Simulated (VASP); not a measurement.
# Pd (Fm-3m) in VASP: notebook

Pd is run at these levels: PBE; tasks: single point.

Everything below comes from runs of VASP 6.6.1. Logs are shortened: lines on timing, memory, paths and dates and some standing lists are left out, and cuts for length are marked.

## (1) The cell of the first run

It takes space group Fm-3m (No. 225, cubic). Conventional cell: a = 3.941 Å, b = 3.941 Å, c = 3.941 Å, α = 90.00°, β = 90.00°, γ = 90.00°. Within 3.7 Å of Pd (site symmetry m-3m) lie 12 Pd at 2.79 Å.

## (2) Single point, PBE

INCAR

```
PREC     = Accurate       # precision mode
ENCUT    = 500            # plane-wave cutoff, eV
EDIFF    = 1E-6           # SCF threshold, eV
ISMEAR   = -1             # smearing method
SIGMA    = 0.1            # smearing width, eV
LREAL    = F              # projectors in reciprocal space
LASPH    = T              # aspherical terms in the spheres
NELM     = 120            # most SCF steps
ALGO     = Normal         # electronic algorithm
ISIF     = 2              # what is computed and relaxed
LWAVE    = F              # write WAVECAR
LCHARG   = T              # write CHGCAR
GGA      = PE             # functional
LELF     = T              # ELF
LVHAR    = T            
NBANDS   = 11             # bands
GGA_COMPAT= F
```

KPOINTS

```
regular mesh
0
Gamma
  4 4 4
```

POSCAR

```
Pd
1.0
    0.0000000000      1.9705950404      1.9705950404
    1.9705950404      0.0000000000      1.9705950404
    1.9705950404      1.9705950404      0.0000000000
Pd
1
Direct
    0.0000000000      0.0000000000      0.0000000000
```

Potentials or basis: VASP PAW PBE potentials, release 64 (Pd).

Command:

```sh
$ cat potpaw_PBE.64/Pd/POTCAR > POTCAR
$ mpirun -np 1 vasp_std > vasp.out
```

OUTCAR:

```text
PREC = Accurate
   ENCUT = 500
   EDIFF = 1E-6
   ISMEAR = -1
   LREAL = F
   LASPH = T
   NELM = 120
   ISIF = 2
   GGA = PE

 ion  position               nearest neighbor table
   1  0.000  0.000  0.000-

  LATTYP: Found a face centered cubic cell.
 ALAT       =     3.9411900808

  Lattice vectors:

 A1 = (   0.0000000000,   1.9705950404,   1.9705950404)
 A2 = (   1.9705950404,   0.0000000000,   1.9705950404)
 A3 = (   1.9705950404,   1.9705950404,   0.0000000000)

Analysis of symmetry for initial positions (statically):
=====================================================================
 Subroutine PRICEL returns:
 Original cell was already a primitive cell.

 Routine SETGRP: Setting up the symmetry group for a
 face centered cubic supercell.

 Subroutine GETGRP returns: Found 48 space group operations
 (whereof 48 operations were pure point group operations)
 out of a pool of 48 trial point group operations.

The static configuration has the point symmetry O_h .

Analysis of symmetry for dynamics (positions and initial velocities):
=====================================================================
 Subroutine PRICEL returns:
 Original cell was already a primitive cell.

 Routine SETGRP: Setting up the symmetry group for a
 face centered cubic supercell.

 Subroutine GETGRP returns: Found 48 space group operations
 (whereof 48 operations were pure point group operations)
 out of a pool of 48 trial point group operations.

The dynamic configuration has the point symmetry O_h .

 Subroutine INISYM returns: Found 48 space group operations
 (whereof 48 operations are pure point group operations),
 and found     1 'primitive' translations

----------------------------------------------------------------------------------------

                                     Primitive cell

  volume of cell :      15.3046

  direct lattice vectors                    reciprocal lattice vectors
     0.000000000  1.970595040  1.970595040    -0.253730467  0.253730467  0.253730467
     1.970595040  0.000000000  1.970595040     0.253730467 -0.253730467  0.253730467
     1.970595040  1.970595040  0.000000000     0.253730467  0.253730467 -0.253730467

  length of vectors
     2.786842232  2.786842232  2.786842232     0.439474060  0.439474060  0.439474060

  position of ions in fractional coordinates (direct lattice)
     0.000000000  0.000000000  0.000000000

  ion indices of the primitive-cell ions
   primitive index   ion index
                 1           1

----------------------------------------------------------------------------------------

 KPOINTS: regular mesh

Automatic generation of k-mesh.
 Grid dimensions read from file:
 generate k-points for:    4    4    4

 Generating k-lattice:

  Cartesian coordinates                     Fractional coordinates (reciprocal lattice)
    -0.063432617  0.063432617  0.063432617     0.250000000  0.000000000  0.000000000
     0.063432617 -0.063432617  0.063432617     0.000000000  0.250000000  0.000000000
     0.063432617  0.063432617 -0.063432617     0.000000000  0.000000000  0.250000000

  Length of vectors
     0.109868515  0.109868515  0.109868515

  Shift w.r.t. Gamma in fractional coordinates (k-lattice)
     0.000000000  0.000000000  0.000000000

 Subroutine IBZKPT returns following result:
 ===========================================

 Found      8 irreducible k-points:

 Following reciprocal coordinates:
            Coordinates               Weight
  0.000000  0.000000  0.000000      1.000000
  0.250000  0.000000  0.000000      8.000000
  0.500000  0.000000  0.000000      4.000000
  0.250000  0.250000  0.000000      6.000000
  0.500000  0.250000  0.000000     24.000000
 -0.250000  0.250000  0.000000     12.000000
  0.500000  0.500000  0.000000      3.000000
 -0.250000  0.500000  0.250000      6.000000
   k-points           NKPTS =      8   k-points in BZ     NKDIM =      8   number of bands    NBANDS=     11
   number of dos      NEDOS =    301   number of ions     NIONS =      1
   total plane-waves  NPLWV =   8000
   dimension x,y,z NGX =    20 NGY =   20 NGZ =   20
   dimension x,y,z NGXF=    40 NGYF=   40 NGZF=   40
   ions per type =               1
   NGX,Y,Z   is equivalent  to a cutoff of  11.93, 11.93, 11.93 a.u.
   NGXF,Y,Z  is equivalent  to a cutoff of  23.86, 23.86, 23.86 a.u.
 SYSTEM =  unknown system
   PREC   = accura    normal or accurate (medium, high low for compatibility)
   ISTART =      0    job   : 0-new  1-cont  2-samecut
   ICHARG =      2    charge: 1-file 2-atom 10-const
   ISPIN  =      1    spin polarized calculation?
   LNONCOLLINEAR =      F non collinear calculations
   LSORBIT =      F    spin-orbit coupling
   LASPH  =      T    aspherical Exc in radial PAW
   ENCUT  =  500.0 eV  36.75 Ry    6.06 a.u.   5.08  5.08  5.08*2*pi/ulx,y,z
   NELM   =    120;   NELMIN=  2; NELMDL= -5     # of ELM steps
   EDIFF  = 0.1E-05   stopping-criterion for ELM
   LREAL  =      F    real-space projection
   EDIFFG = 0.1E-04   stopping-criterion for IOM
   NSW    =      0    number of steps for IOM
   IBRION =     -1    ionic relax: 0-MD 1-quasi-New 2-CG
   NFREE  =      0    steps in history (QN), initial steepest desc. (CG)
   ISIF   =      2    stress and relaxation
   ISYM   =      2    0-nonsym 1-usesym 2-fastsym
   POTIM  = 0.5000    time-step for ionic-motion
   TEBEG  =    0.0;   TEEND  =   0.0 temperature during run
   PSTRESS=    0.0 pullay stress
   NELECT =      10.0000    total number of electrons
   NUPDOWN=      -1.0000    fix difference up-down
   EMIN   =  10.00;   EMAX   =-10.00  energy-range for DOS
   EFERMI =   0.00;   METHOD = LEGACY
   ISMEAR =    -1;   SIGMA  =   0.10  broadening in eV -4-tet -1-fermi 0-gaus
   EFERMI_NEDOS =   21; number of points for ismear=-14 and -15
   IALGO  =     38    algorithm
   IMIX   =      4    mixing-type and parameters
     AMIX     =   0.40;   BMIX     =  1.00
     AMIX_MAG =   1.60;   BMIX_MAG =  1.00
  volume/ion in A,a.u.               =      15.30       103.28
  Fermi-wavevector in a.u.,A,eV,Ry     =   1.420586  2.684518 27.457425  2.018064
  Thomas-Fermi vector in A             =   2.541485
   LORBIT       =      0    0 simple, 1 ext, 2 COOP (PROOUT), +10 PAW based schemes
   GGA     = PE    functional components
   LHFCALC =     F    Hartree Fock is set to
   AEXX    =    0.0000 exact exchange contribution
   IVDW    =     0    specifies the selected vdW correction
   LEPSILON=     F    determine dielectric tensor
   LRPA    =     F    only Hartree local field effects (RPA)
 non-spin polarized calculation
  energy-cutoff  :      500.00
  volume of cell :       15.30
 maximum number of plane-waves:       399
   NGX = 11   NGY = 11   NGZ = 11

 number of electron      10.0000000 magnetization

 number of electron       9.9999995 magnetization

 Free energy of the ion-electron system (eV)
  ---------------------------------------------------
  ext. energy  EPLUGINS =         0.00000000
  ---------------------------------------------------
  free energy    TOTEN  =        -5.40936923 eV

  energy without entropy =       -5.33534326  energy(sigma->0) =       -5.37235624

 E-fermi :   9.4284     XC(G=0): -12.9385

 val. band max:        9.3038395969   @ k =   0.5000   0.2500   0.0000
 cond. band min:       9.5159122089   @ k =   0.5000   0.5000   0.0000
 fundamental gap:      0.2120726120
 Fermi energy:         9.4284286592

 k-point     1 :       0.0000    0.0000    0.0000
  band No.  band energies     occupation
      1       2.3201      2.00000
      2       6.5592      2.00000
      3       6.5592      2.00000
      4       6.5592      2.00000
      5       8.0846      2.00000
      6       8.0846      2.00000
      7      26.3440      0.00000
      8      30.9103      0.00000
      9      30.9103      0.00000
     10      30.9103      0.00000
     11      35.6336      0.00000

 k-point     2 :       0.2500    0.0000    0.0000
  band No.  band energies     occupation
      1       3.9810      2.00000
      2       6.5183      2.00000
      3       6.8377      2.00000
      4       6.8377      2.00000
      5       8.2286      1.99999
      6       8.2286      1.99999
      7      23.4136      0.00000
      8      27.3128      0.00000
      9      32.3396      0.00000
     10      32.3396      0.00000
     11      34.6486      0.00000

 k-point     3 :       0.5000    0.0000    0.0000
  band No.  band energies     occupation
      1       4.1989      2.00000
      2       6.5168      2.00000
      3       6.5168      2.00000
      4       9.2197      1.77937
      5       9.2197      1.77936
      6      10.2743      0.00042
      7      16.2468      0.00000
      8      25.6896      0.00000
      9      29.9250      0.00000
     10      29.9250      0.00000
     11      35.9462      0.00000

 k-point     4 :       0.2500    0.2500    0.0000
  band No.  band energies     occupation
      1       4.4748      2.00000
      2       5.3876      2.00000
      3       7.5188      2.00000
      4       7.7742      2.00000
      5       7.7742      2.00000
      6       8.6160      1.99941
      7      26.9344      0.00000
      8      26.9344      0.00000
      9      27.2443      0.00000
     10      28.5992      0.00000
     11      32.0469      0.00000

 k-point     5 :       0.5000    0.2500    0.0000
  band No.  band energies     occupation
      1       4.8608      2.00000
      2       5.6088      2.00000
      3       7.0095      2.00000
      4       7.7292      2.00000
      5       9.3038      1.55318
      6      12.8193      0.00000
      7      18.2039      0.00000
      8      23.5505      0.00000
      9      25.7313      0.00000
     10      28.7580      0.00000
     11      35.7777      0.00000

 k-point     6 :      -0.2500    0.2500    0.0000
  band No.  band energies     occupation
      1       5.5431      2.00000
      2       5.9728      2.00000
      3       6.3449      2.00000
      4       7.4688      2.00000
      5       8.0411      2.00000
      6      11.4648      0.00000
      7      21.5160      0.00000
      8      21.7627      0.00000
      9      28.5413      0.00000
     10      30.5752      0.00000
     11      34.0035      0.00000

 k-point     7 :       0.5000    0.5000    0.0000
  band No.  band energies     occupation
      1       4.1296      2.00000
      2       4.4085      2.00000
      3       9.1934      1.82589
      4       9.5159      0.58850
      5       9.5159      0.58850
      6      12.5336      0.00000
      7      19.6049      0.00000
      8      22.1881      0.00000
      9      22.1881      0.00000
     10      30.2283      0.00000
     11      30.3382      0.00000

 k-point     8 :      -0.2500    0.5000    0.2500
  band No.  band energies     occupation
      1       5.1480      2.00000
      2       6.0392      2.00000
      3       6.0392      2.00000
      4       7.9976      2.00000
      5       9.5179      0.58039
      6      17.8982      0.00000
      7      17.8982      0.00000
      8      19.2902      0.00000
      9      20.5364      0.00000
     10      34.5791      0.00000
     11      34.5791      0.00000

------------------------ aborting loop because EDIFF is reached ----------------------------------------

  FORCE on cell =-STRESS in cart. coord.  units (eV):
  Direction    XX          YY          ZZ          XY          YZ          ZX
  --------------------------------------------------------------------------------------
  -------------------------------------------------------------------------------------
  Total       -0.0008590     -0.0008590     -0.0008590      0.0000000      0.0000000      0.0000000
  in kB       -0.0899299     -0.0899299     -0.0899299      0.0000000      0.0000000      0.0000000
  external PRESSURE =      -0.0899299 kB  Pullay stress =       0.0000000 kB

 VOLUME and BASIS-vectors are now :
 -----------------------------------------------------------------------------
  energy-cutoff  :      500.00
  volume of cell :       15.30
      direct lattice vectors                 reciprocal lattice vectors
     0.000000000  1.970595040  1.970595040    -0.253730467  0.253730467  0.253730467
     1.970595040  0.000000000  1.970595040     0.253730467 -0.253730467  0.253730467
     1.970595040  1.970595040  0.000000000     0.253730467  0.253730467 -0.253730467

 POSITION                                       TOTAL-FORCE (eV/Angst)
 -----------------------------------------------------------------------------------
      0.00000      0.00000      0.00000         0.000000      0.000000     -0.000000
 -----------------------------------------------------------------------------------
    total drift:                               -0.000000     -0.000000     -0.000000

  FREE ENERGIE OF THE ION-ELECTRON SYSTEM (eV)
  ---------------------------------------------------
  free  energy   TOTEN  =        -5.4093692307 eV

  energy  without entropy=       -5.3353432562  energy(sigma->0) =       -5.37235624
```

It took 2.7 s on 1 thread of AMD EPYC 7R13 (Zen 3), shared host; peak memory 0.09 GiB.

Results:

- Free energy: -5.4094 eV
- Pressure: 0.0 GPa
- Band gap on the k mesh: zero (band 5 reaches 9.52 eV, above the bottom of band 6 at 8.08 eV)

Caveat: the k points lie up to 0.69 Å⁻¹ apart.

## (3) Single point, PBE

INCAR

```
SYSTEM = Pd
ALGO = Normal
EDIFF = 1E-6
ENCUT = 500
GGA = PE
GGA_COMPAT = .FALSE.
ISIF = 2
ISMEAR = -1
LASPH = .TRUE.
LCHARG = .TRUE.
LELF = .TRUE.
LREAL = .FALSE.
LVHAR = .TRUE.
LWAVE = .FALSE.
NBANDS = 11
NELM = 120
PREC = Accurate
SIGMA = 0.1
```

KPOINTS

```
k-points
0
G
  4 4 4
  0 0 0
```

POSCAR is that of step 2.

Potentials or basis: VASP PAW PBE potentials, release 64 (Pd).

Command:

```sh
$ cat potpaw_PBE.64/Pd/POTCAR > POTCAR
$ mpirun -np 1 vasp_std > vasp.out
```

It took 3.1 s on 1 thread of AMD EPYC 7R13 (Zen 3), shared host; peak memory 0.09 GiB.

The run converged. Its results:

| Quantity | Value |
| --- | --- |
| Free energy | -5.4094 eV |
| Pressure | 0.0 GPa |
| Band gap on the k mesh | zero (band 5 reaches 9.52 eV, above the bottom of band 6 at 8.08 eV) |

Levels at points of the mesh, in eV from the Fermi level:
| k point | band 3 | band 4 | band 5 | band 6 | band 7 | band 8 |
| --- | --- | --- | --- | --- | --- | --- |
| (0.00, 0.00, 0.00) | -2.87 | -2.87 | -1.34 | -1.34 | 16.92 | 21.48 |
| (0.50, 0.00, 0.00) | -2.91 | -0.21 | -0.21 | 0.85 | 6.82 | 16.26 |
| (0.50, 0.50, 0.00) | -0.24 | 0.09 | 0.09 | 3.11 | 10.18 | 12.76 |

Caveat: the k points lie up to 0.69 Å⁻¹ apart.
